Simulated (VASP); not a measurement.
# Li (Im-3m) in VASP: notebook

Li is run at these levels: PBEsol, PBE; tasks: single point.

Everything below comes from runs of VASP 6.6.1. Logs are shortened: lines on timing, memory, paths and dates and some standing lists are left out, and cuts for length are marked.

## (1) The cell of the first run

Symmetry: Im-3m, No. 229, cubic system. Conventional cell: a = 3.432 Å, b = 3.432 Å, c = 3.432 Å, α = 90.00°, β = 90.00°, γ = 90.00°. Li (site symmetry m-3m) has 14 Li at 2.97 to 3.43 Å within 3.9 Å.

## (2) Single point, PBEsol

The input, INCAR:

```
SYSTEM = Li
PREC     = Accurate       ! precision mode
ENCUT    = 520            ! plane-wave cutoff, eV
EDIFF    = 1E-6           ! SCF threshold, eV
ISMEAR   = 1              ! smearing method
SIGMA    = 0.1            ! smearing width, eV
LREAL    = .FALSE.        ! projectors in reciprocal space
LASPH    = .TRUE.         ! aspherical terms in the spheres
NELM     = 60             ! most SCF steps
ALGO     = Normal         ! electronic algorithm
ISIF     = 2              ! what is computed and relaxed
LWAVE    = .FALSE.        ! write WAVECAR
LCHARG   = .TRUE.         ! write CHGCAR
GGA      = PS             ! functional
LELF     = .TRUE.         ! ELF
LVHAR    = .TRUE.       
NBANDS   = 8              ! bands
```

The input, KPOINTS:

```
Automatic mesh
0
G
  22 22 22
  0 0 0
```

The input, POSCAR:

```
Li
1.0
   -1.7159707502      1.7159707502      1.7159707502
    1.7159707502     -1.7159707502      1.7159707502
    1.7159707502      1.7159707502     -1.7159707502
Li
1
Direct
    0.0000000000      0.0000000000      0.0000000000
```

Potentials or basis: VASP PAW PBE potentials, release 64 (Li_sv).

Launch:

```
cat potpaw_PBE.64/Li_sv/POTCAR > POTCAR
mpirun -np 1 vasp_std > vasp.out
```

OUTCAR:

```text
SYSTEM = Li
   PREC = Accurate
   ENCUT = 520
   EDIFF = 1E-6
   ISMEAR = 1
   LREAL = .FALSE.
   LASPH = .TRUE.
   NELM = 60
   ISIF = 2
   GGA = PS

 ion  position               nearest neighbor table
   1  0.000  0.000  0.000-

  LATTYP: Found a body centered cubic cell.
 ALAT       =     3.4319415004

  Lattice vectors:

 A1 = (  -1.7159707502,   1.7159707502,   1.7159707502)
 A2 = (   1.7159707502,  -1.7159707502,   1.7159707502)
 A3 = (   1.7159707502,   1.7159707502,  -1.7159707502)

Analysis of symmetry for initial positions (statically):
=====================================================================
 Subroutine PRICEL returns:
 Original cell was already a primitive cell.

 Routine SETGRP: Setting up the symmetry group for a
 body centered cubic supercell.

 Subroutine GETGRP returns: Found 48 space group operations
 (whereof 48 operations were pure point group operations)
 out of a pool of 48 trial point group operations.

The static configuration has the point symmetry O_h .

Analysis of symmetry for dynamics (positions and initial velocities):
=====================================================================
 Subroutine PRICEL returns:
 Original cell was already a primitive cell.

 Routine SETGRP: Setting up the symmetry group for a
 body centered cubic supercell.

 Subroutine GETGRP returns: Found 48 space group operations
 (whereof 48 operations were pure point group operations)
 out of a pool of 48 trial point group operations.

The dynamic configuration has the point symmetry O_h .

 Subroutine INISYM returns: Found 48 space group operations
 (whereof 48 operations are pure point group operations),
 and found     1 'primitive' translations

----------------------------------------------------------------------------------------

                                     Primitive cell

  volume of cell :      20.2111

  direct lattice vectors                    reciprocal lattice vectors
    -1.715970750  1.715970750  1.715970750     0.000000000  0.291380258  0.291380258
     1.715970750 -1.715970750  1.715970750     0.291380258  0.000000000  0.291380258
     1.715970750  1.715970750 -1.715970750     0.291380258  0.291380258  0.000000000

  length of vectors
     2.972148524  2.972148524  2.972148524     0.412073913  0.412073913  0.412073913

  position of ions in fractional coordinates (direct lattice)
     0.000000000  0.000000000  0.000000000

  ion indices of the primitive-cell ions
   primitive index   ion index
                 1           1

----------------------------------------------------------------------------------------

 KPOINTS: Automatic mesh

Automatic generation of k-mesh.
 Grid dimensions read from file:
 generate k-points for:   22   22   22

 Generating k-lattice:

  Cartesian coordinates                     Fractional coordinates (reciprocal lattice)
     0.000000000  0.013244557  0.013244557     0.045454545  0.000000000  0.000000000
     0.013244557  0.000000000  0.013244557     0.000000000  0.045454545  0.000000000
     0.013244557  0.013244557  0.000000000     0.000000000  0.000000000  0.045454545

  Length of vectors
     0.018730632  0.018730632  0.018730632

  Shift w.r.t. Gamma in fractional coordinates (k-lattice)
     0.000000000  0.000000000  0.000000000

 Subroutine IBZKPT returns following result:
 ===========================================

 Found    328 irreducible k-points:

 Following reciprocal coordinates:
            Coordinates               Weight
  0.000000  0.000000  0.000000      1.000000
  0.045455  0.000000  0.000000     12.000000
  0.090909  0.000000  0.000000     12.000000
  0.136364  0.000000  0.000000     12.000000
  0.181818  0.000000  0.000000     12.000000
  0.227273  0.000000  0.000000     12.000000
[... 16 lines left out ...]
  0.090909  0.090909  0.000000     24.000000
  0.136364  0.090909  0.000000     48.000000
 [... further k-points ...]
   k-points           NKPTS =    328   k-points in BZ     NKDIM =    328   number of bands    NBANDS=      8
   number of dos      NEDOS =    301   number of ions     NIONS =      1
   total plane-waves  NPLWV =  13824
   dimension x,y,z NGX =    24 NGY =   24 NGZ =   24
   dimension x,y,z NGXF=    48 NGYF=   48 NGZF=   48
   ions per type =               1
   NGX,Y,Z   is equivalent  to a cutoff of  13.42, 13.42, 13.42 a.u.
   NGXF,Y,Z  is equivalent  to a cutoff of  26.85, 26.85, 26.85 a.u.
 SYSTEM =  Li
   PREC   = accura    normal or accurate (medium, high low for compatibility)
   ISTART =      0    job   : 0-new  1-cont  2-samecut
   ICHARG =      2    charge: 1-file 2-atom 10-const
   ISPIN  =      1    spin polarized calculation?
   LNONCOLLINEAR =      F non collinear calculations
   LSORBIT =      F    spin-orbit coupling
   LASPH  =      T    aspherical Exc in radial PAW
   ENCUT  =  520.0 eV  38.22 Ry    6.18 a.u.   5.53  5.53  5.53*2*pi/ulx,y,z
   NELM   =     60;   NELMIN=  2; NELMDL= -5     # of ELM steps
   EDIFF  = 0.1E-05   stopping-criterion for ELM
   LREAL  =      F    real-space projection
   EDIFFG = 0.1E-04   stopping-criterion for IOM
   NSW    =      0    number of steps for IOM
   IBRION =     -1    ionic relax: 0-MD 1-quasi-New 2-CG
   NFREE  =      0    steps in history (QN), initial steepest desc. (CG)
   ISIF   =      2    stress and relaxation
   ISYM   =      2    0-nonsym 1-usesym 2-fastsym
   POTIM  = 0.5000    time-step for ionic-motion
   TEBEG  =    0.0;   TEEND  =   0.0 temperature during run
   PSTRESS=    0.0 pullay stress
   NELECT =       3.0000    total number of electrons
   NUPDOWN=      -1.0000    fix difference up-down
   EMIN   =  10.00;   EMAX   =-10.00  energy-range for DOS
   EFERMI =   0.00;   METHOD = LEGACY
   ISMEAR =     1;   SIGMA  =   0.10  broadening in eV -4-tet -1-fermi 0-gaus
   EFERMI_NEDOS =   21; number of points for ismear=-14 and -15
   IALGO  =     38    algorithm
   IMIX   =      4    mixing-type and parameters
     AMIX     =   0.40;   BMIX     =  1.00
     AMIX_MAG =   1.60;   BMIX_MAG =  1.00
  volume/ion in A,a.u.               =      20.21       136.39
  Fermi-wavevector in a.u.,A,eV,Ry     =   0.866800  1.638014 10.222622  0.751342
  Thomas-Fermi vector in A             =   1.985241
   LORBIT       =      0    0 simple, 1 ext, 2 COOP (PROOUT), +10 PAW based schemes
   GGA     = PS    functional components
   LHFCALC =     F    Hartree Fock is set to
   AEXX    =    0.0000 exact exchange contribution
   IVDW    =     0    specifies the selected vdW correction
   LEPSILON=     F    determine dielectric tensor
   LRPA    =     F    only Hartree local field effects (RPA)
 non-spin polarized calculation
 Methfessel and Paxton  Order N= 1 SIGMA  =   0.10
  energy-cutoff  :      520.00
  volume of cell :       20.21
 maximum number of plane-waves:       563
 NGX is ok and might be reduce to    24
   NGX = 11   NGY = 11   NGZ = 11

 number of electron       3.0000001 magnetization

 Free energy of the ion-electron system (eV)
  ---------------------------------------------------
  ext. energy  EPLUGINS =         0.00000000
  ---------------------------------------------------
  free energy    TOTEN  =        -1.96592909 eV

  energy without entropy =       -1.96583973  energy(sigma->0) =       -1.96589930

 E-fermi :   0.6415     XC(G=0):  -7.0247

 val. band max:        0.6189649745   @ k =   0.3636   0.0909   0.0455
 cond. band min:       0.6417349190   @ k =   0.4545   0.0000   0.0000
 fundamental gap:      0.0227699444
 Fermi energy:         0.6415142743

 k-point     1 :       0.0000    0.0000    0.0000
  band No.  band energies     occupation
      1     -45.2723      2.00000
      2      -2.9236      2.00000
      3      15.2954      0.00000
      4      15.2954      0.00000
      5      15.2954      0.00000
      6      20.0280      0.00000
      7      20.0280      0.00000
      8      20.0280      0.00000

 k-point     2 :       0.0455    0.0000    0.0000
  band No.  band energies     occupation
      1     -45.2719      2.00000
      2      -2.8844      2.00000
      3      15.0297      0.00000
      4      15.0829      0.00000
      5      15.2257      0.00000
      6      19.2906      0.00000
      7      19.4039      0.00000
      8      20.3429      0.00000

 k-point     3 :       0.0909    0.0000    0.0000
  band No.  band energies     occupation
      1     -45.2707      2.00000
      2      -2.7671      2.00000
      3      14.2177      0.00000
      4      14.5697      0.00000
      5      15.0215      0.00000
      6      18.3076      0.00000
      7      18.4831      0.00000
      8      20.0362      0.00000

 k-point     4 :       0.1364    0.0000    0.0000
  band No.  band energies     occupation
      1     -45.2688      2.00000
      2      -2.5717      2.00000
      3      12.9734      0.00000
      4      13.9448      0.00000
      5      14.7044      0.00000
      6      17.6156      0.00000
      7      17.7539      0.00000
      8      19.8584      0.00000

 k-point     5 :       0.1818    0.0000    0.0000
  band No.  band energies     occupation
      1     -45.2663      2.00000
      2      -2.2978      2.00000
      3      11.5373      0.00000
      4      13.3172      0.00000
      5      14.3164      0.00000
      6      16.8390      0.00000
      7      17.4928      0.00000
      8      19.9118      0.00000
[... 177 lines left out ...]
 k-point    22 :       0.4545    0.0455    0.0000
  band No.  band energies     occupation
      1     -45.2514      2.00000
      2       0.8526     -0.01100
      3       4.0058      0.00000
      4      10.8721      0.00000
      5      12.0745      0.00000
      6      14.9098      0.00000
      7      17.9009      0.00000
      8      23.2017      0.00000

 k-point    23 :       0.0909    0.0909    0.0000
  band No.  band energies     occupation
      1     -45.2676      2.00000
      2      -2.4541      2.00000
      3      12.9034      0.00000
      4      13.0311      0.00000
      5      14.1821      0.00000
      6      17.6061      0.00000
      7      17.8832      0.00000
      8      19.9272      0.00000

 k-point    24 :       0.1364    0.0909    0.0000
  band No.  band energies     occupation
      1     -45.2652      2.00000
      2      -2.1798      2.00000
      3      11.5465      0.00000
      4      12.3881      0.00000
      5      13.6794      0.00000
      6      17.4482      0.00000
      7      17.6542      0.00000
      8      20.0382      0.00000

 [... further k-points ...]

------------------------ aborting loop because EDIFF is reached ----------------------------------------

  FORCE on cell =-STRESS in cart. coord.  units (eV):
  Direction    XX          YY          ZZ          XY          YZ          ZX
  --------------------------------------------------------------------------------------
  -------------------------------------------------------------------------------------
  Total       -0.0091840     -0.0091840     -0.0091840      0.0000000     -0.0000000      0.0000000
  in kB       -0.7280361     -0.7280361     -0.7280361      0.0000000     -0.0000000      0.0000000
  external PRESSURE =      -0.7280361 kB  Pullay stress =       0.0000000 kB

 VOLUME and BASIS-vectors are now :
 -----------------------------------------------------------------------------
  energy-cutoff  :      520.00
  volume of cell :       20.21
      direct lattice vectors                 reciprocal lattice vectors
    -1.715970750  1.715970750  1.715970750     0.000000000  0.291380258  0.291380258
     1.715970750 -1.715970750  1.715970750     0.291380258  0.000000000  0.291380258
     1.715970750  1.715970750 -1.715970750     0.291380258  0.291380258  0.000000000

 POSITION                                       TOTAL-FORCE (eV/Angst)
 -----------------------------------------------------------------------------------
      0.00000      0.00000      0.00000         0.000000     -0.000000      0.000000
 -----------------------------------------------------------------------------------
    total drift:                               -0.000000      0.000000     -0.000000

  FREE ENERGIE OF THE ION-ELECTRON SYSTEM (eV)
  ---------------------------------------------------
  free  energy   TOTEN  =        -1.9659290929 eV

  energy  without entropy=       -1.9658397268  energy(sigma->0) =       -1.96589930
```

Run time: 35 s. Hardware: 1 thread of Intel Xeon 8259CL, shared host; peak memory 0.16 GiB.

What came out:

```
Free energy            : -1.9659 eV
Band gap on the k mesh : zero (an odd number of electrons rules out a gap without spin polarisation)
```

Levels at points of the mesh, in eV from the Fermi level:
```csv
k point,band 1,band 2,band 3,band 4,band 5
"(0.00, 0.00, 0.00)",-45.91,-3.57,14.65,14.65,14.65
"(0.50, 0.00, 0.00)",-45.89,0.24,3.27,10.39,11.87
"(0.50, 0.50, 0.50)",-45.88,5.53,5.53,5.53,7.77
```

Caveat: the cutoff is under 1.25 times the usual one of these potentials, so pressure, stress and relaxed cells hold a basis-set (Pulay) error; the PAW data sets were made with another functional, which shifts forces and pressure a little.

## (3) Single point, PBE

The input, INCAR:

```
SYSTEM = Li
PREC = Accurate ; ENCUT = 520
EDIFF = 1E-6 ; ISMEAR = 1
SIGMA = 0.1 ; LREAL = .False.
LASPH = .True. ; NELM = 80
ALGO = Normal ; ISIF = 2
LWAVE = .False. ; LCHARG = .False.
GGA = PE ; NBANDS = 8
```

The input, KPOINTS:

```
regular mesh
0
Gamma
  22 22 22
  0 0 0
```

The input, POSCAR:

```
Li
1.0
   -1.7161627216      1.7161627216      1.7161627216
    1.7161627216     -1.7161627216      1.7161627216
    1.7161627216      1.7161627216     -1.7161627216
Li
1
Direct
    0.0000000000      0.0000000000      0.0000000000
```

Potentials or basis: VASP PAW PBE potentials, release 64 (Li_sv).

Launch:

```
cat potpaw_PBE.64/Li_sv/POTCAR > POTCAR
mpirun -np 1 vasp_std > vasp.out
```

It took 28 s on 1 thread of Intel Xeon 8259CL, shared host; peak memory 0.16 GiB.

Results (log left out):

| Property | Result |
| --- | --- |
| Free energy | -1.9048 eV |
| Band gap on the k mesh | zero (an odd number of electrons rules out a gap without spin polarisation) |

Levels at points of the mesh, in eV from the Fermi level:
```tsv
k point	band 1	band 2	band 3	band 4
(0.00, 0.00, 0.00)	-46.53	-3.57	14.63	14.63
(0.50, 0.00, 0.00)	-46.51	0.24	3.26	10.38
(0.50, 0.50, 0.50)	-46.50	5.52	5.52	5.52
```

Caveat: the cutoff is under 1.25 times the usual one of these potentials, so pressure, stress and relaxed cells hold a basis-set (Pulay) error.
